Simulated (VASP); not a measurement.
# Zr5S12 in VASP: single point with PBEsol

Aim: the single point of Zr5S12 with PBEsol.

Program: VASP 6.6.1. These are calculated values, not measurements. Logs are shortened: lines on timing, memory, paths and dates and some standing lists are left out, and cuts for length are marked.

### Step 1. The cell of the first run

The cell holds a slab with vacuum, 17 atoms: a = 3.627 Å, b = 8.606 Å, c = 27.140 Å, α = 90.00°, β = 90.00°, γ = 90.00°.

### Step 2. Single point, PBEsol

INCAR

```
  PREC = Accurate
  ENCUT = 400
  EDIFF = 1E-6
  ISMEAR = 0
  SIGMA = 0.05
  LREAL = False
  LASPH = True
  NELM = 120
  ALGO = Normal
  ISIF = 2
  LWAVE = False
  LCHARG = True
  LDIPOL = True
  IDIPOL = 3
  DIPOL = 0.5 0.5 0.500
  GGA = PS
  LELF = True
  LVHAR = True
  LVACPOTAV = True
  NBANDS = 80
  GGA_COMPAT = False
  NELMDL = -8
```

KPOINTS

```
Automatic mesh
0
Gamma
  7 3 1
```

POSCAR

```
Zr5S12
1.0
    3.6273863238      0.0000000000      0.0000000000
    0.0000000000      8.6056646429      0.0000000000
    0.0000000000      0.0000000000     27.1397203666
S Zr
12 5
Direct
    0.0000000000      0.3100777835      0.2764362357
    0.5000000000      1.0900380840      0.2736977373
    0.5000000000      0.5641488128      0.3552114094
    0.0000000000      0.2391054513      0.4071052387
    0.0000000000      0.8257255824      0.4344546881
    0.5000000000      0.5065877215      0.4866650456
    0.5000000000      0.0924662896      0.5133401159
    0.0000000000      0.7733329343      0.5655486976
    0.0000000000      0.3599561518      0.5928905427
    0.5000000000      0.0348850626      0.6447926202
    0.5000000000      0.5089968370      0.7262976740
    0.0000000000      0.2889573649      0.7235582207
    0.5000000000      0.2720336096      0.3421858163
    0.0000000000      0.5328647672      0.4212721742
    0.5000000000      0.7995274646      0.5000016635
    0.0000000000      0.0661933342      0.5787332529
    0.5000000000      0.3270043517      0.6578088671
```

Potentials or basis: VASP PAW PBE potentials, release 64 (S, Zr_sv).

On the command line:

```sh
cat potpaw_PBE.64/S/POTCAR potpaw_PBE.64/Zr_sv/POTCAR > POTCAR
mpirun -np 1 vasp_std > vasp.out
```

OUTCAR:

```text
PREC = Accurate
   ENCUT = 400
   EDIFF = 1E-6
   ISMEAR = 0
   LREAL = False
   LASPH = True
   NELM = 120
   ISIF = 2
   GGA = PS
   NELMDL = -8

 ion  position               nearest neighbor table
   1  0.000  0.310  0.276-  13 2.57  13 2.57   2 2.62   2 2.62
   2  0.500  0.090  0.274-  13 2.43   1 2.62   1 2.62
   3  0.500  0.564  0.355-  13 2.54  14 2.56  14 2.56
   4  0.000  0.239  0.407-  13 2.54  13 2.54  14 2.56
   5  0.000  0.826  0.434-  14 2.55  15 2.55  15 2.55
   6  0.500  0.507  0.487-  15 2.55  14 2.55  14 2.55
   7  0.500  0.092  0.513-  15 2.55  16 2.55  16 2.55
   8  0.000  0.773  0.566-  16 2.55  15 2.55  15 2.55
   9  0.000  0.360  0.593-  17 2.54  17 2.54  16 2.56
  10  0.500  0.035  0.645-  17 2.54  16 2.56  16 2.56
  11  0.500  0.509  0.726-  17 2.43  12 2.62  12 2.62
  12  0.000  0.289  0.724-  17 2.57  17 2.57  11 2.62  11 2.62
  13  0.500  0.272  0.342-   2 2.43   3 2.54   4 2.54   4 2.54   1 2.57   1 2.57  14 3.60  14 3.60

  14  0.000  0.533  0.421-   5 2.55   6 2.55   6 2.55   4 2.56   3 2.56   3 2.56  13 3.60  13 3.60
                            15 3.62  15 3.62
  15  0.500  0.800  0.500-   7 2.55   6 2.55   8 2.55   8 2.55   5 2.55   5 2.55  14 3.62  14 3.62
                            16 3.62  16 3.62
  16  0.000  0.066  0.579-   8 2.55   7 2.55   7 2.55   9 2.56  10 2.56  10 2.56  17 3.60  17 3.60
                            15 3.62  15 3.62
  17  0.500  0.327  0.658-  11 2.43  10 2.54   9 2.54   9 2.54  12 2.57  12 2.57  16 3.60  16 3.60

  LATTYP: Found a simple orthorhombic cell.
 ALAT       =     3.6273863238
 B/A-ratio  =     2.3724147016
 C/A-ratio  =     7.4818941089

  Lattice vectors:

 A1 = (   3.6273863238,   0.0000000000,   0.0000000000)
 A2 = (   0.0000000000,   8.6056646429,   0.0000000000)
 A3 = (   0.0000000000,   0.0000000000,  27.1397203666)

Analysis of symmetry for initial positions (statically):
=====================================================================
 Subroutine PRICEL returns:
 Original cell was already a primitive cell.

 Routine SETGRP: Setting up the symmetry group for a
 simple orthorhombic supercell.

 Subroutine GETGRP returns: Found  2 space group operations
 (whereof  2 operations were pure point group operations)
 out of a pool of  8 trial point group operations.

The static configuration has the point symmetry C_1h.

Analysis of symmetry for dynamics (positions and initial velocities):
=====================================================================
 Subroutine PRICEL returns:
 Original cell was already a primitive cell.

 Routine SETGRP: Setting up the symmetry group for a
 simple orthorhombic supercell.

 Subroutine GETGRP returns: Found  2 space group operations
[... 131 lines left out ...]
   ISMEAR =     0;   SIGMA  =   0.05  broadening in eV -4-tet -1-fermi 0-gaus
   EFERMI_NEDOS =   21; number of points for ismear=-14 and -15
   IALGO  =     38    algorithm
   IMIX   =      4    mixing-type and parameters
     AMIX     =   0.40;   BMIX     =  1.00
     AMIX_MAG =   1.60;   BMIX_MAG =  1.00
  volume/ion in A,a.u.               =      49.84       336.30
  Fermi-wavevector in a.u.,A,eV,Ry     =   0.880924  1.664704 10.558482  0.776026
  Thomas-Fermi vector in A             =   2.001350
   LORBIT       =      0    0 simple, 1 ext, 2 COOP (PROOUT), +10 PAW based schemes
   GGA     = PS    functional components
   LHFCALC =     F    Hartree Fock is set to
   AEXX    =    0.0000 exact exchange contribution
   IVDW    =     0    specifies the selected vdW correction
   LEPSILON=     F    determine dielectric tensor
   LRPA    =     F    only Hartree local field effects (RPA)
 non-spin polarized calculation
 Gauss-broadening in eV      SIGMA  =   0.05
  energy-cutoff  :      400.00
  volume of cell :      847.20
 maximum number of plane-waves:     15435
 NGX is ok and might be reduce to    24
   NGX = 11   NGY = 29   NGZ = 89

 dipolmoment           0.000000      0.000000      0.000027 electrons x Angstroem

 number of electron     132.0000017 magnetization

 dipolmoment           0.000000      0.000000     -0.000028 electrons x Angstroem

 Free energy of the ion-electron system (eV)
  ---------------------------------------------------
  ext. energy  EPLUGINS =         0.00000000
  ---------------------------------------------------
  free energy    TOTEN  =      -117.17778003 eV

  energy without entropy =     -117.17775229  energy(sigma->0) =     -117.17776616

 E-fermi :  -0.9350     XC(G=0):  -4.9257

 val. band max:       -1.0507898664   @ k =   0.1429   0.0000   0.0000
 cond. band min:      -0.8214976652   @ k =   0.0000   0.0000   0.0000
 fundamental gap:      0.2292922013
 Fermi energy:        -0.9350385656

 k-point     1 :       0.0000    0.0000    0.0000
  band No.  band energies     occupation
      1     -50.2801      2.00000
      2     -50.2515      2.00000
      3     -50.2491      2.00000
      4     -49.8980      2.00000
      5     -49.8980      2.00000
      6     -28.4958      2.00000
[... 637 lines left out ...]
     77       1.8532      0.00000
     78       2.0319      0.00000
 [bands above 78 left out]

------------------------ aborting loop because EDIFF is reached ----------------------------------------

  FORCE on cell =-STRESS in cart. coord.  units (eV):
  Direction    XX          YY          ZZ          XY          YZ          ZX
  --------------------------------------------------------------------------------------
  -------------------------------------------------------------------------------------
  Total       -5.2034083      0.2604810      0.1188951      0.0000000     -0.0262630      0.0000000
  in kB       -9.8404484      0.4926097      0.2248491      0.0000000     -0.0496674      0.0000000
  external PRESSURE =      -3.0409965 kB  Pullay stress =       0.0000000 kB

 VOLUME and BASIS-vectors are now :
 -----------------------------------------------------------------------------
  energy-cutoff  :      400.00
  volume of cell :      847.20
      direct lattice vectors                 reciprocal lattice vectors
     3.627386324  0.000000000  0.000000000     0.275680589  0.000000000  0.000000000
     0.000000000  8.605664643  0.000000000     0.000000000  0.116202530  0.000000000
     0.000000000  0.000000000 27.139720367     0.000000000  0.000000000  0.036846363

 POSITION                                       TOTAL-FORCE (eV/Angst)
 -----------------------------------------------------------------------------------
      0.00000      2.66843      7.50240         0.000000      0.002011     -0.014088
      1.81369      0.77484      7.42808         0.000000     -0.004792     -0.009113
      1.81369      4.85488      9.64034         0.000000      0.017705     -0.013654
      0.00000      2.05766     11.04872         0.000000     -0.014424      0.019014
      0.00000      7.10592     11.79098         0.000000      0.014757     -0.017184
      1.81369      4.35952     13.20795         0.000000     -0.013196      0.021014
[... 9 lines left out ...]
      0.00000      0.56964     15.70666         0.000000     -0.002227      0.007472
      1.81369      2.81409     17.85275         0.000000      0.006723     -0.002593
 -----------------------------------------------------------------------------------
    total drift:                                0.000000     -0.000196     -0.000000

  FREE ENERGIE OF THE ION-ELECTRON SYSTEM (eV)
  ---------------------------------------------------
  free  energy   TOTEN  =      -117.1777800306 eV

  energy  without entropy=     -117.1777522900  energy(sigma->0) =     -117.17776616

 vacuum level on the upper side and lower side of the slab         4.916         4.917
```

Run time: 11 min. Hardware: 1 thread of Intel Xeon Platinum 8559C (Emerald Rapids), shared host; peak memory 0.67 GiB.

Results:

- Free energy: -117.1778 eV
- Largest force: 0.025 eV/Å
- Band gap on the k mesh: 0.23 eV, indirect (least direct gap 0.34 eV)

Forces in eV/Å, atoms in the order of the input:
```
S    0.000  0.002 -0.014
S    0.000 -0.005 -0.009
S    0.000  0.018 -0.014
S    0.000 -0.014  0.019
S    0.000  0.015 -0.017
S    0.000 -0.013  0.021
S    0.000  0.013 -0.021
S    0.000 -0.015  0.017
S    0.000  0.014 -0.019
S    0.000 -0.017  0.014
S    0.000  0.005  0.009
S    0.000 -0.002  0.014
Zr   0.000 -0.006  0.003
Zr   0.000  0.001 -0.009
Zr   0.000  0.000  0.000
Zr   0.000 -0.002  0.007
Zr   0.000  0.007 -0.003
```

Levels at points of the mesh, in eV from the valence-band top:
| k point | band 62 | band 63 | band 64 | band 65 | band 66 | band 67 | band 68 | band 69 | band 70 | band 71 |
| --- | --- | --- | --- | --- | --- | --- | --- | --- | --- | --- |
| (0.00, 0.00, 0.00) | -0.94 | -0.90 | -0.87 | -0.33 | -0.30 | 0.23 | 0.32 | 0.57 | 0.79 | 1.02 |

Caveat: the PAW data sets were made with another functional, which shifts forces and pressure a little.
